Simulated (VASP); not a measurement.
# Yb (Fm-3m) in VASP: single point with PBEsol

Aim: the single point of Yb with PBEsol.

All numbers are computed with VASP 6.6.1; they aren't measurements. Logs are shortened: lines on timing, memory, paths and dates and some standing lists are left out, and cuts for length are marked.

## 1. The cell of the first run

The structure is cubic, space group Fm-3m (No. 225). The conventional cell has a = 5.076 Å, b = 5.076 Å, c = 5.076 Å, α = 90.00°, β = 90.00°, γ = 90.00°. Within 4.7 Å of Yb (site symmetry m-3m) lie 12 Yb at 3.59 Å.

## 2. Single point, PBEsol

Contents of INCAR:

```
ALGO = Normal
EDIFF = 1E-6
ENCUT = 520
GGA = PS
ISIF = 2
ISMEAR = -1
LASPH = T
LCHARG = F
LREAL = F
LWAVE = F
NBANDS = 18
NELM = 100
PREC = Accurate
SIGMA = 0.13605693000000002
```

Contents of KPOINTS:

```
k-points
0
Gamma
  11 11 11
```

Contents of POSCAR:

```
Yb
1.0
    0.0000000000      2.5381870627      2.5381870627
    2.5381870627      0.0000000000      2.5381870627
    2.5381870627      2.5381870627      0.0000000000
Yb
1
Direct
    0.0000000000      0.0000000000      0.0000000000
```

Potentials or basis: VASP PAW PBE potentials, release 64 (Yb).

Command:

```
cat potpaw_PBE.64/Yb/POTCAR > POTCAR
mpirun -np 1 vasp_std > vasp.out
```

OUTCAR:

```text
EDIFF = 1E-6
   ENCUT = 520
   GGA = PS
   ISIF = 2
   ISMEAR = -1
   LASPH = T
   LREAL = F
   NELM = 100
   PREC = Accurate

 ion  position               nearest neighbor table
   1  0.000  0.000  0.000-

  LATTYP: Found a face centered cubic cell.
 ALAT       =     5.0763741254

  Lattice vectors:

 A1 = (   0.0000000000,   2.5381870627,   2.5381870627)
 A2 = (   2.5381870627,   0.0000000000,   2.5381870627)
 A3 = (   2.5381870627,   2.5381870627,   0.0000000000)

Analysis of symmetry for initial positions (statically):
=====================================================================
 Subroutine PRICEL returns:
 Original cell was already a primitive cell.

 Routine SETGRP: Setting up the symmetry group for a
 face centered cubic supercell.

 Subroutine GETGRP returns: Found 48 space group operations
 (whereof 48 operations were pure point group operations)
 out of a pool of 48 trial point group operations.

The static configuration has the point symmetry O_h .

Analysis of symmetry for dynamics (positions and initial velocities):
=====================================================================
 Subroutine PRICEL returns:
 Original cell was already a primitive cell.

 Routine SETGRP: Setting up the symmetry group for a
 face centered cubic supercell.

 Subroutine GETGRP returns: Found 48 space group operations
 (whereof 48 operations were pure point group operations)
 out of a pool of 48 trial point group operations.

The dynamic configuration has the point symmetry O_h .

 Subroutine INISYM returns: Found 48 space group operations
 (whereof 48 operations are pure point group operations),
 and found     1 'primitive' translations

----------------------------------------------------------------------------------------

                                     Primitive cell

  volume of cell :      32.7040

  direct lattice vectors                    reciprocal lattice vectors
     0.000000000  2.538187063  2.538187063    -0.196990997  0.196990997  0.196990997
     2.538187063  0.000000000  2.538187063     0.196990997 -0.196990997  0.196990997
     2.538187063  2.538187063  0.000000000     0.196990997  0.196990997 -0.196990997

  length of vectors
     3.589538568  3.589538568  3.589538568     0.341198415  0.341198415  0.341198415

  position of ions in fractional coordinates (direct lattice)
     0.000000000  0.000000000  0.000000000

  ion indices of the primitive-cell ions
   primitive index   ion index
                 1           1

----------------------------------------------------------------------------------------

 KPOINTS: k-points

Automatic generation of k-mesh.
 Grid dimensions read from file:
 generate k-points for:   11   11   11

 Generating k-lattice:

  Cartesian coordinates                     Fractional coordinates (reciprocal lattice)
    -0.017908272  0.017908272  0.017908272     0.090909091  0.000000000  0.000000000
     0.017908272 -0.017908272  0.017908272     0.000000000  0.090909091  0.000000000
     0.017908272  0.017908272 -0.017908272     0.000000000  0.000000000  0.090909091

  Length of vectors
     0.031018038  0.031018038  0.031018038

  Shift w.r.t. Gamma in fractional coordinates (k-lattice)
     0.000000000  0.000000000  0.000000000

 Subroutine IBZKPT returns following result:
 ===========================================

 Found     56 irreducible k-points:

 Following reciprocal coordinates:
            Coordinates               Weight
  0.000000  0.000000  0.000000      1.000000
  0.090909  0.000000  0.000000      8.000000
  0.181818  0.000000  0.000000      8.000000
  0.272727  0.000000  0.000000      8.000000
  0.363636  0.000000  0.000000      8.000000
  0.454545  0.000000  0.000000      8.000000
[... 16 lines left out ...]
 -0.272727  0.181818  0.000000     24.000000
 -0.181818  0.181818  0.000000     12.000000
 [... further k-points ...]
   k-points           NKPTS =     56   k-points in BZ     NKDIM =     56   number of bands    NBANDS=     18
   number of dos      NEDOS =    301   number of ions     NIONS =      1
   total plane-waves  NPLWV =  21952
   dimension x,y,z NGX =    28 NGY =   28 NGZ =   28
   dimension x,y,z NGXF=    56 NGYF=   56 NGZF=   56
   ions per type =               1
   NGX,Y,Z   is equivalent  to a cutoff of  12.97, 12.97, 12.97 a.u.
   NGXF,Y,Z  is equivalent  to a cutoff of  25.94, 25.94, 25.94 a.u.
 SYSTEM =  unknown system
   PREC   = accura    normal or accurate (medium, high low for compatibility)
   ISTART =      0    job   : 0-new  1-cont  2-samecut
   ICHARG =      2    charge: 1-file 2-atom 10-const
   ISPIN  =      1    spin polarized calculation?
   LNONCOLLINEAR =      F non collinear calculations
   LSORBIT =      F    spin-orbit coupling
   LASPH  =      T    aspherical Exc in radial PAW
   ENCUT  =  520.0 eV  38.22 Ry    6.18 a.u.   6.67  6.67  6.67*2*pi/ulx,y,z
   NELM   =    100;   NELMIN=  2; NELMDL= -5     # of ELM steps
   EDIFF  = 0.1E-05   stopping-criterion for ELM
   LREAL  =      F    real-space projection
   EDIFFG = 0.1E-04   stopping-criterion for IOM
   NSW    =      0    number of steps for IOM
   IBRION =     -1    ionic relax: 0-MD 1-quasi-New 2-CG
   NFREE  =      0    steps in history (QN), initial steepest desc. (CG)
   ISIF   =      2    stress and relaxation
   ISYM   =      2    0-nonsym 1-usesym 2-fastsym
   POTIM  = 0.5000    time-step for ionic-motion
   TEBEG  =    0.0;   TEEND  =   0.0 temperature during run
   PSTRESS=    0.0 pullay stress
   NELECT =      24.0000    total number of electrons
   NUPDOWN=      -1.0000    fix difference up-down
   EMIN   =  10.00;   EMAX   =-10.00  energy-range for DOS
   EFERMI =   0.00;   METHOD = LEGACY
   ISMEAR =    -1;   SIGMA  =   0.14  broadening in eV -4-tet -1-fermi 0-gaus
   EFERMI_NEDOS =   21; number of points for ismear=-14 and -15
   IALGO  =     38    algorithm
   IMIX   =      4    mixing-type and parameters
     AMIX     =   0.40;   BMIX     =  1.00
     AMIX_MAG =   1.60;   BMIX_MAG =  1.00
  volume/ion in A,a.u.               =      32.70       220.70
  Fermi-wavevector in a.u.,A,eV,Ry     =   1.476652  2.790468 29.667537  2.180502
  Thomas-Fermi vector in A             =   2.591153
   LORBIT       =      0    0 simple, 1 ext, 2 COOP (PROOUT), +10 PAW based schemes
   GGA     = PS    functional components
   LHFCALC =     F    Hartree Fock is set to
   AEXX    =    0.0000 exact exchange contribution
   IVDW    =     0    specifies the selected vdW correction
   LEPSILON=     F    determine dielectric tensor
   LRPA    =     F    only Hartree local field effects (RPA)
 non-spin polarized calculation
  energy-cutoff  :      520.00
  volume of cell :       32.70
 maximum number of plane-waves:       903
   NGX = 13   NGY = 13   NGZ = 13

 number of electron      23.9999989 magnetization

 Free energy of the ion-electron system (eV)
  ---------------------------------------------------
  ext. energy  EPLUGINS =         0.00000000
  ---------------------------------------------------
  free energy    TOTEN  =        -3.99332679 eV

  energy without entropy =       -3.81609357  energy(sigma->0) =       -3.90471018

 E-fermi :   1.7738     XC(G=0): -10.0059

 val. band max:        1.7477093988   @ k =  -0.3636   0.3636   0.0000
 cond. band min:       1.8399355150   @ k =  -0.4545   0.4545   0.0909
 fundamental gap:      0.0922261162
 Fermi energy:         1.7737951822

 k-point     1 :       0.0000    0.0000    0.0000
  band No.  band energies     occupation
      1     -50.0472      2.00000
      2     -22.1295      2.00000
      3     -22.1295      2.00000
      4     -22.1295      2.00000
      5      -3.6371      2.00000
      6       1.0056      1.99296
[... 10 lines left out ...]
     17       6.9689      0.00000
     18      11.7066      0.00000

 k-point     2 :       0.0909    0.0000    0.0000
  band No.  band energies     occupation
      1     -50.0451      2.00000
      2     -22.1679      2.00000
      3     -22.1345      2.00000
      4     -22.1345      2.00000
      5      -3.4257      2.00000
      6       1.0080      1.99284
[... 10 lines left out ...]
     17       6.8410      0.00000
     18      12.1986      0.00000

 k-point     3 :       0.1818    0.0000    0.0000
  band No.  band energies     occupation
      1     -50.0397      2.00000
      2     -22.2693      2.00000
      3     -22.1477      2.00000
      4     -22.1477      2.00000
      5      -2.8255      2.00000
      6       1.0163      1.99239
[... 10 lines left out ...]
     17       6.7077      0.00000
     18      12.1838      0.00000

 k-point     4 :       0.2727    0.0000    0.0000
  band No.  band energies     occupation
      1     -50.0326      2.00000
      2     -22.3986      2.00000
      3     -22.1650      2.00000
      4     -22.1650      2.00000
      5      -1.9445      2.00000
      6       1.0321      1.99146
[... 10 lines left out ...]
     17       7.0622      0.00000
     18      11.1554      0.00000

 k-point     5 :       0.3636    0.0000    0.0000
  band No.  band energies     occupation
      1     -50.0260      2.00000
      2     -22.5142      2.00000
      3     -22.1808      2.00000
      4     -22.1808      2.00000
      5      -0.9920      2.00000
      6       1.0439      1.99068
[... 10 lines left out ...]
     17       7.8538      0.00000
     18      10.4131      0.00000

 k-point     6 :       0.4545    0.0000    0.0000
  band No.  band energies     occupation
      1     -50.0221      2.00000
      2     -22.5815      2.00000
      3     -22.1901      2.00000
      4     -22.1901      2.00000
      5      -0.3222      2.00000
      6       1.0370      1.99114
[... 307 lines left out ...]
 k-point    21 :      -0.4545    0.1818    0.0000
  band No.  band energies     occupation
      1     -50.0185      2.00000
      2     -22.5447      2.00000
      3     -22.2822      2.00000
      4     -22.2179      2.00000
      5       0.4656      1.99987
      6       1.0408      1.99089
[... 10 lines left out ...]
     17       8.5427      0.00000
     18       9.6441      0.00000

 k-point    22 :      -0.3636    0.1818    0.0000
  band No.  band energies     occupation
      1     -50.0198      2.00000
      2     -22.5230      2.00000
      3     -22.2917      2.00000
      4     -22.2020      2.00000
      5       0.2013      1.99998
      6       1.0444      1.99065
[... 10 lines left out ...]
     17       8.8616      0.00000
     18      10.1376      0.00000

 k-point    23 :      -0.2727    0.1818    0.0000
  band No.  band energies     occupation
      1     -50.0242      2.00000
      2     -22.4621      2.00000
      3     -22.2773      2.00000
      4     -22.1807      2.00000
      5      -0.6575      2.00000
      6       1.0556      1.98985
[... 10 lines left out ...]
     17       8.9229      0.00000
     18      10.9735      0.00000

 k-point    24 :      -0.1818    0.1818    0.0000
  band No.  band energies     occupation
      1     -50.0302      2.00000
      2     -22.3866      2.00000
      3     -22.2366      2.00000
      4     -22.1607      2.00000
      5      -1.6135      2.00000
      6       1.0390      1.99101
[... 10 lines left out ...]
     17       8.0864      0.00000
     18      12.1559      0.00000

 [... further k-points ...]

------------------------ aborting loop because EDIFF is reached ----------------------------------------

  FORCE on cell =-STRESS in cart. coord.  units (eV):
  Direction    XX          YY          ZZ          XY          YZ          ZX
  --------------------------------------------------------------------------------------
  -------------------------------------------------------------------------------------
  Total       -0.0446587     -0.0446587     -0.0446587      0.0000000      0.0000000     -0.0000000
  in kB       -2.1878396     -2.1878396     -2.1878396      0.0000000      0.0000000     -0.0000000
  external PRESSURE =      -2.1878396 kB  Pullay stress =       0.0000000 kB

 VOLUME and BASIS-vectors are now :
 -----------------------------------------------------------------------------
  energy-cutoff  :      520.00
  volume of cell :       32.70
      direct lattice vectors                 reciprocal lattice vectors
     0.000000000  2.538187063  2.538187063    -0.196990997  0.196990997  0.196990997
     2.538187063  0.000000000  2.538187063     0.196990997 -0.196990997  0.196990997
     2.538187063  2.538187063  0.000000000     0.196990997  0.196990997 -0.196990997

 POSITION                                       TOTAL-FORCE (eV/Angst)
 -----------------------------------------------------------------------------------
      0.00000      0.00000      0.00000         0.000000      0.000000      0.000000
 -----------------------------------------------------------------------------------
    total drift:                               -0.000000     -0.000000     -0.000000

  FREE ENERGIE OF THE ION-ELECTRON SYSTEM (eV)
  ---------------------------------------------------
  free  energy   TOTEN  =        -3.9933267928 eV

  energy  without entropy=       -3.8160935728  energy(sigma->0) =       -3.90471018
```

Wall time 38 s (1 thread of AMD EPYC 7R13 (Zen 3), shared host); peak memory 0.16 GiB.

What came out:

```
Free energy : -3.9933 eV
Pressure    : -0.2 GPa
```

Caveat: the PAW data sets were made with another functional, which shifts forces and pressure a little; spin-orbit coupling is left out, which moves the levels of the heavy elements. Spin polarisation is off, so any magnetic state and its effect on volume and gap are missing.
